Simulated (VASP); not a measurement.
# Ge (P1) in VASP: single point with PBE+D3(BJ)

Aim: the single point of Ge with PBE+D3(BJ).

Program: VASP 6.6.1. These are calculated values, not measurements. Logs are shortened: lines on timing, memory, paths and dates and some standing lists are left out, and cuts for length are marked.

## (1) The cell of the first run

The typed cell holds 16 atoms: a = 8.386 Å, b = 8.386 Å, c = 8.386 Å, α = 60.00°, β = 60.00°, γ = 60.00°.

## (2) Single point, PBE+D3(BJ)

INCAR reads:

```
SYSTEM = Ge
  ALGO = Normal
  EDIFF = 1E-6
  ENCUT = 520
  GGA = PE
  ISIF = 2
  ISMEAR = -1
  IVDW = 12
  LASPH = .TRUE.
  LCHARG = .FALSE.
  LREAL = Auto
  LWAVE = .FALSE.
  NBANDS = 126
  NELM = 80
  PREC = Accurate
  SIGMA = 0.36
```

KPOINTS reads:

```
k-points
0
G
  2 2 2
  0 0 0
```

POSCAR reads:

```
Ge
1.0
    0.0000000000      5.9299230000      5.9299230000
    5.9299230000      0.0000000000      5.9299230000
    5.9299230000      5.9299230000      0.0000000000
Ge
16
Direct
   -0.1072020665     -0.0705068177      0.0366109307
    0.1358617979      0.1224552157      0.0435503125
    0.0056408827     -0.0168889208      0.4376026468
    0.0929775985      0.0576988942      0.6789042623
    0.1207857168      0.4494071845     -0.0273612322
    0.2412763201      0.5153102325      0.1877680368
   -0.0553042594      0.4586821785      0.5433207143
    0.2010059827      0.5359007191      0.5367776276
    0.5060352386     -0.0630783907      0.0240896889
    0.5438434867      0.1852047657      0.1075814981
    0.4410934172      0.0817295604      0.4897955673
    0.5920565916      0.1202629444      0.6560709136
    0.6819734422      0.4239093830     -0.0237355527
    0.7987287525      0.5868541632      0.1482818580
    0.5215329103      0.4998125608      0.4728813511
    0.5746786257      0.6674960198      0.6408346280
```

Potentials or basis: VASP PAW PBE potentials, release 64 (Ge_d).

Run with:

```
$ cat potpaw_PBE.64/Ge_d/POTCAR > POTCAR
$ mpirun -np 1 vasp_std > vasp.out
```

OUTCAR:

```text
SYSTEM = Ge
   EDIFF = 1E-6
   ENCUT = 520
   GGA = PE
   ISIF = 2
   ISMEAR = -1
   IVDW = 12
   LASPH = .TRUE.
   LREAL = Auto
   NELM = 80
   PREC = Accurate
 IVDW          = 12

 ion  position               nearest neighbor table
   1  0.893  0.929  0.037-   4 2.55  10 2.60
   2  0.136  0.122  0.044-   5 2.45   9 2.65   3 2.70
   3  0.006  0.983  0.438-   2 2.70   4 2.87  12 2.91
   4  0.093  0.058  0.679-   1 2.55  11 2.59   7 2.75   3 2.87
   5  0.121  0.449  0.973-  14 2.32   2 2.45   6 2.82
   6  0.241  0.515  0.188-   7 2.77  10 2.77   5 2.82   8 2.86
   7  0.945  0.459  0.543-   8 2.51  16 2.61   4 2.75   6 2.77
   8  0.201  0.536  0.537-  15 2.35   7 2.51   6 2.86
   9  0.506  0.937  0.024-  12 2.56   2 2.65  10 2.70  14 2.83
  10  0.544  0.185  0.108-  13 2.32   1 2.60  11 2.64   9 2.70   6 2.77
  11  0.441  0.082  0.490-  12 2.51   4 2.59  10 2.64  16 2.84
  12  0.592  0.120  0.656-  11 2.51   9 2.56  15 2.64   3 2.91
  13  0.682  0.424  0.976-  10 2.32  16 2.80
  14  0.799  0.587  0.148-   5 2.32  15 2.59   9 2.83
  15  0.522  0.500  0.473-   8 2.35  14 2.59  12 2.64  16 2.72
  16  0.575  0.667  0.641-   7 2.61  15 2.72  13 2.80  11 2.84

  LATTYP: Found a face centered cubic cell.
 ALAT       =    11.8598460000

  Lattice vectors:

 A1 = (   0.0000000000,   5.9299230000,   5.9299230000)
 A2 = (   5.9299230000,   0.0000000000,   5.9299230000)
 A3 = (   5.9299230000,   5.9299230000,   0.0000000000)

Analysis of symmetry for initial positions (statically):
=====================================================================
 Subroutine PRICEL returns:
 Original cell was already a primitive cell.

 Routine SETGRP: Setting up the symmetry group for a
 face centered cubic supercell.

 Subroutine GETGRP returns: Found  1 space group operations
 (whereof  1 operations were pure point group operations)
 out of a pool of 48 trial point group operations.

The static configuration has the point symmetry C_1 .

Analysis of symmetry for dynamics (positions and initial velocities):
=====================================================================
 Subroutine PRICEL returns:
 Original cell was already a primitive cell.

 Routine SETGRP: Setting up the symmetry group for a
 face centered cubic supercell.

 Subroutine GETGRP returns: Found  1 space group operations
 (whereof  1 operations were pure point group operations)
 out of a pool of 48 trial point group operations.

The dynamic configuration has the point symmetry C_1 .

 Subroutine INISYM returns: Found  1 space group operations
 (whereof  1 operations are pure point group operations),
 and found     1 'primitive' translations

----------------------------------------------------------------------------------------

                                     Primitive cell

  volume of cell :     417.0395

  direct lattice vectors                    reciprocal lattice vectors
     0.000000000  5.929923000  5.929923000    -0.084318127  0.084318127  0.084318127
     5.929923000  0.000000000  5.929923000     0.084318127 -0.084318127  0.084318127
     5.929923000  5.929923000  0.000000000     0.084318127  0.084318127 -0.084318127

  length of vectors
     8.386177530  8.386177530  8.386177530     0.146043280  0.146043280  0.146043280

  position of ions in fractional coordinates (direct lattice)
     0.892797933  0.929493182  0.036610931
     0.135861798  0.122455216  0.043550313
     0.005640883  0.983111079  0.437602647
     0.092977598  0.057698894  0.678904262
     0.120785717  0.449407184  0.972638768
     0.241276320  0.515310232  0.187768037
[... 8 lines left out ...]
     0.521532910  0.499812561  0.472881351
     0.574678626  0.667496020  0.640834628

  ion indices of the primitive-cell ions
   primitive index   ion index
                 1           1
                 2           2
                 3           3
                 4           4
                 5           5
                 6           6
[... 8 lines left out ...]
                15          15
                16          16

----------------------------------------------------------------------------------------

 KPOINTS: k-points

Automatic generation of k-mesh.
 Grid dimensions read from file:
 generate k-points for:    2    2    2

 Generating k-lattice:

  Cartesian coordinates                     Fractional coordinates (reciprocal lattice)
    -0.042159063  0.042159063  0.042159063     0.500000000  0.000000000  0.000000000
     0.042159063 -0.042159063  0.042159063     0.000000000  0.500000000  0.000000000
     0.042159063  0.042159063 -0.042159063     0.000000000  0.000000000  0.500000000

  Length of vectors
     0.073021640  0.073021640  0.073021640

  Shift w.r.t. Gamma in fractional coordinates (k-lattice)
     0.000000000  0.000000000  0.000000000

 Subroutine IBZKPT returns following result:
 ===========================================

 Found      8 irreducible k-points:

 Following reciprocal coordinates:
            Coordinates               Weight
  0.000000  0.000000  0.000000      1.000000
  0.500000  0.000000  0.000000      1.000000
  0.000000  0.500000  0.000000      1.000000
  0.000000  0.000000  0.500000      1.000000
  0.500000  0.500000  0.500000      1.000000
  0.500000  0.500000  0.000000      1.000000
  0.000000  0.500000  0.500000      1.000000
  0.500000  0.000000  0.500000      1.000000
   k-points           NKPTS =      8   k-points in BZ     NKDIM =      8   number of bands    NBANDS=    126
   number of dos      NEDOS =    301   number of ions     NIONS =     16
   total plane-waves  NPLWV = 262144
   dimension x,y,z NGX =    64 NGY =   64 NGZ =   64
   dimension x,y,z NGXF=   128 NGYF=  128 NGZF=  128
   ions per type =              16
   NGX,Y,Z   is equivalent  to a cutoff of  12.69, 12.69, 12.69 a.u.
   NGXF,Y,Z  is equivalent  to a cutoff of  25.37, 25.37, 25.37 a.u.
 SYSTEM =  Ge
   PREC   = accura    normal or accurate (medium, high low for compatibility)
   ISTART =      0    job   : 0-new  1-cont  2-samecut
   ICHARG =      2    charge: 1-file 2-atom 10-const
   ISPIN  =      1    spin polarized calculation?
   LNONCOLLINEAR =      F non collinear calculations
   LSORBIT =      F    spin-orbit coupling
   LASPH  =      T    aspherical Exc in radial PAW
   ENCUT  =  520.0 eV  38.22 Ry    6.18 a.u.  15.59 15.59 15.59*2*pi/ulx,y,z
   NELM   =     80;   NELMIN=  2; NELMDL= -5     # of ELM steps
   EDIFF  = 0.1E-05   stopping-criterion for ELM
   LREAL  =      T    real-space projection
   EDIFFG = 0.1E-04   stopping-criterion for IOM
   NSW    =      0    number of steps for IOM
   IBRION =     -1    ionic relax: 0-MD 1-quasi-New 2-CG
   NFREE  =      0    steps in history (QN), initial steepest desc. (CG)
   ISIF   =      2    stress and relaxation
   ISYM   =      2    0-nonsym 1-usesym 2-fastsym
   POTIM  = 0.5000    time-step for ionic-motion
   TEBEG  =    0.0;   TEEND  =   0.0 temperature during run
   PSTRESS=    0.0 pullay stress
   NELECT =     224.0000    total number of electrons
   NUPDOWN=      -1.0000    fix difference up-down
   EMIN   =  10.00;   EMAX   =-10.00  energy-range for DOS
   EFERMI =   0.00;   METHOD = LEGACY
   ISMEAR =    -1;   SIGMA  =   0.36  broadening in eV -4-tet -1-fermi 0-gaus
   EFERMI_NEDOS =   21; number of points for ismear=-14 and -15
   IALGO  =     38    algorithm
   IMIX   =      4    mixing-type and parameters
     AMIX     =   0.40;   BMIX     =  1.00
     AMIX_MAG =   1.60;   BMIX_MAG =  1.00
  volume/ion in A,a.u.               =      26.06       175.90
  Fermi-wavevector in a.u.,A,eV,Ry     =   1.330756  2.514764 24.094716  1.770912
  Thomas-Fermi vector in A             =   2.459819
   LORBIT       =      0    0 simple, 1 ext, 2 COOP (PROOUT), +10 PAW based schemes
   GGA     = PE    functional components
   LHFCALC =     F    Hartree Fock is set to
   AEXX    =    0.0000 exact exchange contribution
   IVDW    =    12    specifies the selected vdW correction
   LEPSILON=     F    determine dielectric tensor
   LRPA    =     F    only Hartree local field effects (RPA)
 non-spin polarized calculation
  energy-cutoff  :      520.00
  volume of cell :      417.04
 maximum number of plane-waves:     11278
 NGX is ok and might be reduce to    64
   NGX = 31   NGY = 31   NGZ = 31

 number of electron     224.0000012 magnetization

 Free energy of the ion-electron system (eV)
  ---------------------------------------------------
  ext. energy  EPLUGINS =         0.00000000
  ---------------------------------------------------
  free energy    TOTEN  =       -66.06789478 eV

  energy without entropy =      -62.30597789  energy(sigma->0) =      -64.18693633

 E-fermi :   3.5202     XC(G=0):  -9.4385

 val. band max:        3.4726121977   @ k =   0.0000   0.0000   0.0000
 cond. band min:       3.5222233533   @ k =   0.5000   0.5000   0.5000
 fundamental gap:      0.0496111556
 Fermi energy:         3.5202305309

 k-point     1 :       0.0000    0.0000    0.0000
  band No.  band energies     occupation
      1     -21.2145      2.00000
      2     -21.1816      2.00000
      3     -21.1398      2.00000
      4     -21.1308      2.00000
      5     -21.1191      2.00000
      6     -21.1168      2.00000
[... 116 lines left out ...]
    123       5.2303      0.01715
    124       5.5599      0.00690

 k-point     2 :       0.5000    0.0000    0.0000
  band No.  band energies     occupation
      1     -21.2140      2.00000
      2     -21.1802      2.00000
      3     -21.1400      2.00000
      4     -21.1312      2.00000
      5     -21.1189      2.00000
      6     -21.1168      2.00000
[... 878 lines left out ...]
    123       6.4847      0.00053
    124       6.5832      0.00040
 [bands above 124 left out]

------------------------ aborting loop because EDIFF is reached ----------------------------------------

 Edisp (eV)   -4.83692

 E8    (eV) :    -2.1520

  FORCE on cell =-STRESS in cart. coord.  units (eV):
  Direction    XX          YY          ZZ          XY          YZ          ZX
  --------------------------------------------------------------------------------------
  -------------------------------------------------------------------------------------
  Total      -5.20918    -7.09929    -0.08878    -2.62343     3.18697    -1.80570
  in kB     -20.01258   -27.27397    -0.34106   -10.07868    12.24367    -6.93711
  external pressure =      -15.88 kB  Pullay stress =        0.00 kB

 VOLUME and BASIS-vectors are now :
 -----------------------------------------------------------------------------
  energy-cutoff  :      520.00
  volume of cell :      417.04
      direct lattice vectors                 reciprocal lattice vectors
     0.000000000  5.929923000  5.929923000    -0.084318127  0.084318127  0.084318127
     5.929923000  0.000000000  5.929923000     0.084318127 -0.084318127  0.084318127
     5.929923000  5.929923000  0.000000000     0.084318127  0.084318127 -0.084318127

 POSITION                                       TOTAL-FORCE (eV/Angst)
 -----------------------------------------------------------------------------------
      5.72892      5.51132     10.80605         0.002588      0.664608      0.149167
      0.98440      1.06390      1.53180        -0.202613      0.189620     -1.038009
      8.42472      2.62840      5.86322         0.116424      0.233437     -0.166747
      4.36800      4.57720      0.89350        -0.111477     -0.798288      0.169433
      8.43262      6.48392      3.38120        -0.988283      0.535567      1.348460
      4.16920      2.54420      4.48650        -0.197158     -0.492130      0.264679
[... 8 lines left out ...]
      5.76800      5.89680      6.05650         0.021936      1.300446      0.842334
      7.75830      7.20790      7.36600        -0.166608      0.065758     -0.159597
 -----------------------------------------------------------------------------------
    total drift:                               -0.001116      0.000741      0.000567

  FREE ENERGIE OF THE ION-ELECTRON SYSTEM (eV)
  ---------------------------------------------------
  free  energy   TOTEN  =       -70.9048137773 eV

  energy  without entropy=      -67.1428968954  energy(sigma->0) =      -69.02385534
```

Run time: 12 min. Hardware: 1 thread of Intel Xeon Platinum 8488C (Sapphire Rapids), shared host; peak memory 0.71 GiB.

Results:

| Property | Result |
| --- | --- |
| Free energy | -70.9048 eV |
| Pressure | -1.6 GPa |
| Largest force | 1.956 eV/Å |
| Band gap on the k mesh | zero (bands 112 and 113 overlap by 0.16 eV) |
| Dispersion energy per atom | -0.302 eV |

Forces in eV/Å, atoms in the order of the input:
```
Ge   0.003  0.665  0.149
Ge  -0.203  0.190 -1.038
Ge   0.116  0.233 -0.167
Ge  -0.111 -0.798  0.169
Ge  -0.988  0.536  1.348
Ge  -0.197 -0.492  0.265
Ge  -0.252 -0.043 -0.598
Ge   1.217 -0.715 -0.414
Ge   0.186 -0.129  0.071
Ge  -0.373  0.011 -1.916
Ge  -0.419  0.088 -0.478
Ge  -0.459  0.164  0.732
Ge   0.415 -0.185  1.902
Ge   1.210 -0.890 -0.708
Ge   0.022  1.300  0.842
Ge  -0.167  0.066 -0.160
```

Levels at points of the mesh, in eV from the Fermi level:
| k point | band 108 | band 109 | band 110 | band 111 | band 112 | band 113 | band 114 | band 115 | band 116 | band 117 |
| --- | --- | --- | --- | --- | --- | --- | --- | --- | --- | --- |
| (0.00, 0.00, 0.00) | -0.76 | -0.57 | -0.39 | -0.24 | -0.15 | -0.05 | 0.17 | 0.24 | 0.42 | 0.62 |
| (0.50, 0.00, 0.00) | -0.92 | -0.62 | -0.40 | -0.27 | -0.18 | 0.14 | 0.49 | 0.70 | 0.94 | 1.09 |
| (0.00, 0.50, 0.00) | -1.01 | -0.88 | -0.59 | -0.39 | -0.26 | -0.07 | 0.41 | 0.51 | 0.72 | 0.89 |
| (0.00, 0.00, 0.50) | -1.04 | -1.00 | -0.71 | -0.56 | -0.18 | 0.15 | 0.23 | 0.28 | 0.91 | 0.96 |
| (0.50, 0.50, 0.50) | -1.12 | -0.87 | -0.63 | -0.40 | -0.14 | 0.00 | 0.23 | 0.51 | 0.75 | 1.01 |
| (0.50, 0.50, 0.00) | -1.02 | -0.74 | -0.50 | -0.29 | 0.10 | 0.28 | 0.38 | 0.72 | 0.88 | 1.21 |
| (0.00, 0.50, 0.50) | -0.89 | -0.81 | -0.77 | -0.44 | -0.24 | 0.20 | 0.66 | 1.13 | 1.20 | 1.30 |
| (0.50, 0.00, 0.50) | -1.07 | -0.76 | -0.64 | -0.28 | -0.24 | 0.03 | 0.56 | 0.89 | 1.31 | 1.38 |

Caveat: the k points lie up to 0.46 Å⁻¹ apart; so wide a smearing shifts energies and pressures; semilocal functionals underestimate gaps, so a narrow gap can read as zero; forces of over 1 eV/Å act on the atoms, so gaps and moduli don't describe the material at rest.
